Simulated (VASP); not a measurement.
# BaTe (Fm-3m) in VASP: vibrations by perturbation theory with PBE

Aim: the vibrations by perturbation theory of BaTe with PBE.

All numbers are computed with VASP 6.6.1; they aren't measurements. Logs are shortened: lines on timing, memory, paths and dates and some standing lists are left out, and cuts for length are marked.

## (1) The cell of the first run

Symmetry: Fm-3m, No. 225, cubic system. Conventional cell: a = 6.820 Å, b = 6.820 Å, c = 6.820 Å, α = 90.00°, β = 90.00°, γ = 90.00°. Ba (site symmetry m-3m) has 6 Te at 3.41 Å within 4.5 Å. Te (site symmetry m-3m) has 6 Ba at 3.41 Å within 4.5 Å.

## (2) Vibrations by perturbation theory, PBE

The input, INCAR:

```
SYSTEM = BaTe
ALGO = Normal
EDIFF = 1E-8
ENCUT = 520
GGA = PE
IBRION = 8
ISIF = 2
ISMEAR = -1
LASPH = .TRUE.
LCHARG = .FALSE.
LREAL = .FALSE.
LWAVE = .FALSE.
NELM = 60
NSW = 1
PREC = Accurate
SIGMA = 0.05
```

The input, KPOINTS:

```
k-points
0
G
  7 7 7
  0 0 0
```

The input, POSCAR:

```
BaTe
1.0
    0.0000000000      3.4100000000      3.4100000000
    3.4100000000      0.0000000000      3.4100000000
    3.4100000000      3.4100000000      0.0000000000
Ba Te
1 1
Direct
    0.0000000000      0.0000000000      0.0000000000
    0.5000000000      0.5000000000      0.5000000000
```

Potentials or basis: VASP PAW PBE potentials, release 64 (Ba_sv, Te).

The run is started by

```
> cat potpaw_PBE.64/Ba_sv/POTCAR potpaw_PBE.64/Te/POTCAR > POTCAR
> mpirun -np 1 vasp_std > vasp.out
```

OUTCAR:

```text
SYSTEM = BaTe
   EDIFF = 1E-8
   ENCUT = 520
   GGA = PE
   IBRION = 8
   ISIF = 2
   ISMEAR = -1
   LASPH = .TRUE.
   LREAL = .FALSE.
   NELM = 60
   NSW = 1
   PREC = Accurate

 ion  position               nearest neighbor table
   1  0.000  0.000  0.000-   2 3.41   2 3.41   2 3.41   2 3.41   2 3.41   2 3.41
   2  0.500  0.500  0.500-   1 3.41   1 3.41   1 3.41   1 3.41   1 3.41   1 3.41

  LATTYP: Found a face centered cubic cell.
 ALAT       =     6.8200000000

  Lattice vectors:

 A1 = (   0.0000000000,   3.4100000000,   3.4100000000)
 A2 = (   3.4100000000,   0.0000000000,   3.4100000000)
 A3 = (   3.4100000000,   3.4100000000,   0.0000000000)

Analysis of symmetry for initial positions (statically):
=====================================================================
 Subroutine PRICEL returns:
 Original cell was already a primitive cell.

 Routine SETGRP: Setting up the symmetry group for a
 face centered cubic supercell.

 Subroutine GETGRP returns: Found 48 space group operations
 (whereof 48 operations were pure point group operations)
 out of a pool of 48 trial point group operations.

The static configuration has the point symmetry O_h .

Analysis of symmetry for dynamics (positions and initial velocities):
=====================================================================
 Subroutine PRICEL returns:
 Original cell was already a primitive cell.

 Routine SETGRP: Setting up the symmetry group for a
 face centered cubic supercell.

 Subroutine GETGRP returns: Found 48 space group operations
 (whereof 48 operations were pure point group operations)
 out of a pool of 48 trial point group operations.

The dynamic configuration has the point symmetry O_h .

 Subroutine INISYM returns: Found 48 space group operations
 (whereof 48 operations are pure point group operations),
 and found     1 'primitive' translations

----------------------------------------------------------------------------------------

                                     Primitive cell

  volume of cell :      79.3036

  direct lattice vectors                    reciprocal lattice vectors
     0.000000000  3.410000000  3.410000000    -0.146627566  0.146627566  0.146627566
     3.410000000  0.000000000  3.410000000     0.146627566 -0.146627566  0.146627566
     3.410000000  3.410000000  0.000000000     0.146627566  0.146627566 -0.146627566

  length of vectors
     4.822468248  4.822468248  4.822468248     0.253966394  0.253966394  0.253966394

  position of ions in fractional coordinates (direct lattice)
     0.000000000  0.000000000  0.000000000
     0.500000000  0.500000000  0.500000000

  ion indices of the primitive-cell ions
   primitive index   ion index
                 1           1
                 2           2

----------------------------------------------------------------------------------------

 KPOINTS: k-points

Automatic generation of k-mesh.
 Grid dimensions read from file:
 generate k-points for:    7    7    7

 Generating k-lattice:

  Cartesian coordinates                     Fractional coordinates (reciprocal lattice)
    -0.020946795  0.020946795  0.020946795     0.142857143  0.000000000  0.000000000
     0.020946795 -0.020946795  0.020946795     0.000000000  0.142857143  0.000000000
     0.020946795  0.020946795 -0.020946795     0.000000000  0.000000000  0.142857143

  Length of vectors
     0.036280913  0.036280913  0.036280913

  Shift w.r.t. Gamma in fractional coordinates (k-lattice)
     0.000000000  0.000000000  0.000000000

 Subroutine IBZKPT returns following result:
 ===========================================

 Found     20 irreducible k-points:

 Following reciprocal coordinates:
            Coordinates               Weight
  0.000000  0.000000  0.000000      1.000000
  0.142857  0.000000  0.000000      8.000000
  0.285714  0.000000  0.000000      8.000000
  0.428571  0.000000  0.000000      8.000000
  0.142857  0.142857  0.000000      6.000000
  0.285714  0.142857  0.000000     24.000000
[... 12 lines left out ...]
 -0.428571  0.428571  0.142857     24.000000
 -0.285714  0.428571  0.142857     24.000000
   k-points           NKPTS =     20   k-points in BZ     NKDIM =     20   number of bands    NBANDS=     12
   number of dos      NEDOS =    301   number of ions     NIONS =      2
   total plane-waves  NPLWV =  46656
   dimension x,y,z NGX =    36 NGY =   36 NGZ =   36
   dimension x,y,z NGXF=    72 NGYF=   72 NGZF=   72
   ions per type =               1   1
   NGX,Y,Z   is equivalent  to a cutoff of  12.41, 12.41, 12.41 a.u.
   NGXF,Y,Z  is equivalent  to a cutoff of  24.82, 24.82, 24.82 a.u.
 SYSTEM =  BaTe
   PREC   = accura    normal or accurate (medium, high low for compatibility)
   ISTART =      0    job   : 0-new  1-cont  2-samecut
   ICHARG =      2    charge: 1-file 2-atom 10-const
   ISPIN  =      1    spin polarized calculation?
   LNONCOLLINEAR =      F non collinear calculations
   LSORBIT =      F    spin-orbit coupling
   LASPH  =      T    aspherical Exc in radial PAW
   ENCUT  =  520.0 eV  38.22 Ry    6.18 a.u.   8.97  8.97  8.97*2*pi/ulx,y,z
   NELM   =     60;   NELMIN=  2; NELMDL= -5     # of ELM steps
   EDIFF  = 0.1E-07   stopping-criterion for ELM
   LREAL  =      F    real-space projection
   EDIFFG = 0.1E-06   stopping-criterion for IOM
   NSW    =      1    number of steps for IOM
   IBRION =      8    ionic relax: 0-MD 1-quasi-New 2-CG
   NFREE  =      0    steps in history (QN), initial steepest desc. (CG)
   ISIF   =      2    stress and relaxation
   ISYM   =      2    0-nonsym 1-usesym 2-fastsym
   POTIM  = 0.5000    time-step for ionic-motion
   TEBEG  =    0.0;   TEEND  =   0.0 temperature during run
   PSTRESS=    0.0 pullay stress
   NELECT =      16.0000    total number of electrons
   NUPDOWN=      -1.0000    fix difference up-down
   EMIN   =  10.00;   EMAX   =-10.00  energy-range for DOS
   EFERMI =   0.00;   METHOD = LEGACY
   ISMEAR =    -1;   SIGMA  =   0.05  broadening in eV -4-tet -1-fermi 0-gaus
   EFERMI_NEDOS =   21; number of points for ismear=-14 and -15
   IALGO  =     38    algorithm
   IMIX   =      4    mixing-type and parameters
     AMIX     =   0.40;   BMIX     =  1.00
     AMIX_MAG =   1.60;   BMIX_MAG =  1.00
  volume/ion in A,a.u.               =      39.65       267.58
  Fermi-wavevector in a.u.,A,eV,Ry     =   0.960175  1.814468 12.543704  0.921936
  Thomas-Fermi vector in A             =   2.089436
   LORBIT       =      0    0 simple, 1 ext, 2 COOP (PROOUT), +10 PAW based schemes
   GGA     = PE    functional components
   LHFCALC =     F    Hartree Fock is set to
   AEXX    =    0.0000 exact exchange contribution
   IVDW    =     0    specifies the selected vdW correction
   LEPSILON=     F    determine dielectric tensor
   LRPA    =     F    only Hartree local field effects (RPA)
 non-spin polarized calculation
  energy-cutoff  :      520.00
  volume of cell :       79.30
 maximum number of plane-waves:      2145
   NGX = 17   NGY = 17   NGZ = 17

--------------------------------------- Ionic step        1  -------------------------------------------

 number of electron      16.0000000 magnetization

 Free energy of the ion-electron system (eV)
  ---------------------------------------------------
  ext. energy  EPLUGINS =         0.00000000
  ---------------------------------------------------
  free energy    TOTEN  =        -8.51265443 eV

  energy without entropy =       -8.51265439  energy(sigma->0) =       -8.51265441

 E-fermi :   3.4715     XC(G=0):  -8.5642

 val. band max:        2.7958590092   @ k =   0.0000   0.0000   0.0000
 cond. band min:       4.1760440191   @ k =   0.4286   0.4286   0.0000
 fundamental gap:      1.3801850100
 Fermi energy:         3.4715456186

 k-point     1 :       0.0000    0.0000    0.0000
  band No.  band energies     occupation
      1     -24.0336      2.00000
      2      -9.2066      2.00000
      3      -9.2066      2.00000
      4      -9.2066      2.00000
      5      -6.9310      2.00000
      6       2.7959      2.00000
      7       2.7959      2.00000
      8       2.7959      2.00000
      9       5.6586      0.00000
     10       5.6586      0.00000
     11       5.6586      0.00000
     12       6.0236      0.00000
[... 273 lines left out ...]
      1     -24.0069      2.00000
      2      -9.5064      2.00000
      3      -9.4210      2.00000
      4      -9.3226      2.00000
      5      -6.3764      2.00000
      6       1.2792      2.00000
      7       1.7579      2.00000
      8       1.8234      2.00000
      9       5.9366      0.00000
     10       6.8399      0.00000
     11       8.0462      0.00000
     12       8.3965      0.00000

------------------------ aborting loop because EDIFF is reached ----------------------------------------

  FORCE on cell =-STRESS in cart. coord.  units (eV):
  Direction    XX          YY          ZZ          XY          YZ          ZX
  --------------------------------------------------------------------------------------
  -------------------------------------------------------------------------------------
  Total        2.1015050      2.1015050      2.1015050      0.0000000      0.0000000      0.0000000
  in kB       42.4568609     42.4568609     42.4568609      0.0000000      0.0000000      0.0000000
  external PRESSURE =      42.4568609 kB  Pullay stress =       0.0000000 kB

 VOLUME and BASIS-vectors are now :
 -----------------------------------------------------------------------------
  energy-cutoff  :      520.00
  volume of cell :       79.30
      direct lattice vectors                 reciprocal lattice vectors
     0.000000000  3.410000000  3.410000000    -0.146627566  0.146627566  0.146627566
     3.410000000  0.000000000  3.410000000     0.146627566 -0.146627566  0.146627566
     3.410000000  3.410000000  0.000000000     0.146627566  0.146627566 -0.146627566

 POSITION                                       TOTAL-FORCE (eV/Angst)
 -----------------------------------------------------------------------------------
      0.00000      0.00000      0.00000        -0.000000      0.000000     -0.000000
      3.41000      3.41000      3.41000         0.000000     -0.000000      0.000000
 -----------------------------------------------------------------------------------
    total drift:                                0.000000      0.000000      0.000000

  FREE ENERGIE OF THE ION-ELECTRON SYSTEM (eV)
  ---------------------------------------------------
  free  energy   TOTEN  =        -8.5126544299 eV

  energy  without entropy=       -8.5126543900  energy(sigma->0) =       -8.51265441

[... ionic steps 2 to 3 ...]

--------------------------------------- Ionic step        4  -------------------------------------------

------------------------ aborting loop because EDIFF is reached ----------------------------------------

[... ionic steps 5 to 6 ...]

--------------------------------------- Ionic step        7  -------------------------------------------

 Free energy of the ion-electron system (eV)
  ---------------------------------------------------
  ---------------------------------------------------
  free energy    TOTEN  =        -0.05232073 eV

  energy without entropy =       -0.05232073

------------------------ aborting loop because EDIFF is reached ----------------------------------------

 INTERNAL STRAIN TENSOR  FOR ION    2  DIRECTION 1   (eV/Angst):
 -----------------------------------------------------------------------------
    -0.01491  0.00000  0.00000
    -0.00000  0.00473  0.00000
     0.00000  0.00000  0.00473

 INTERNAL STRAIN TENSOR FOR ION    2 for displacements in x,y,z  (eV/Angst):
          X           Y           Z          XY          YZ          ZX
  --------------------------------------------------------------------------------
  x     0.00000     0.00000     0.00000     0.00000     0.00000     0.00000
  y     0.00000     0.00000     0.00000     0.00000     0.00000     0.00000
  z     0.00000     0.00000     0.00000     0.00000     0.00000     0.00000

 SECOND DERIVATIVES (NOT SYMMETRIZED)
 ------------------------------------
               1X          1Y          1Z          2X          2Y          2Z
  1X    -3.057037    0.000000    0.000000    3.057037    0.000000    0.000000
  1Y     0.000000   -3.057037    0.000000    0.000000    3.057037    0.000000
  1Z     0.000000    0.000000   -3.057037    0.000000    0.000000    3.057037
  2X     3.060282    0.000000    0.000000   -3.060282    0.000000    0.000000
  2Y     0.000000    3.060282    0.000000    0.000000   -3.060282    0.000000
  2Z     0.000000    0.000000    3.060282    0.000000    0.000000   -3.060282

 Eigenvectors and eigenvalues of the dynamical matrix
 ----------------------------------------------------

   1 f  =    3.361865 THz    21.123224 2PiTHz  112.139762 cm-1    13.903552 meV
             X         Y         Z           dx          dy          dz
      0.000000  0.000000  0.000000     0.000000    0.693814    0.000000
      3.410000  3.410000  3.410000     0.000000   -0.720155    0.000000
[... 21 lines left out ...]
   6 f/i=    0.000891 THz     0.005599 2PiTHz    0.029726 cm-1     0.003686 meV
             X         Y         Z           dx          dy          dz
      0.000000  0.000000  0.000000     0.000000    0.000000    0.720155
      3.410000  3.410000  3.410000     0.000000    0.000000    0.693814

--------------------------------------------------------------------------------------------------------

 ELASTIC MODULI CONTR FROM IONIC RELAXATION (kBar)
 Direction    XX          YY          ZZ          XY          YZ          ZX
 --------------------------------------------------------------------------------
 XX           0.0000      0.0000      0.0000      0.0000      0.0000      0.0000
 YY           0.0000      0.0000      0.0000      0.0000      0.0000      0.0000
 ZZ           0.0000      0.0000      0.0000      0.0000      0.0000      0.0000
 XY           0.0000      0.0000      0.0000      0.0000      0.0000      0.0000
 YZ           0.0000      0.0000      0.0000      0.0000      0.0000      0.0000
 ZX           0.0000      0.0000      0.0000      0.0000      0.0000      0.0000
 --------------------------------------------------------------------------------
```

It took 2.3 min on 1 thread of Intel Xeon Platinum 8488C (Sapphire Rapids), shared host; peak memory 0.31 GiB.

Results:

- Highest phonon frequency at Γ, LO-TO splitting left out: 112 cm⁻¹

Phonon frequencies in cm⁻¹ (negative: imaginary):
```
              q point        frequencies
(0.000, 0.000, 0.000)  0 0 0 112 112 112
```

Caveat: the cell stands under pressure or tension, which shifts response properties; spin-orbit coupling is left out, which moves the levels of the heavy elements.
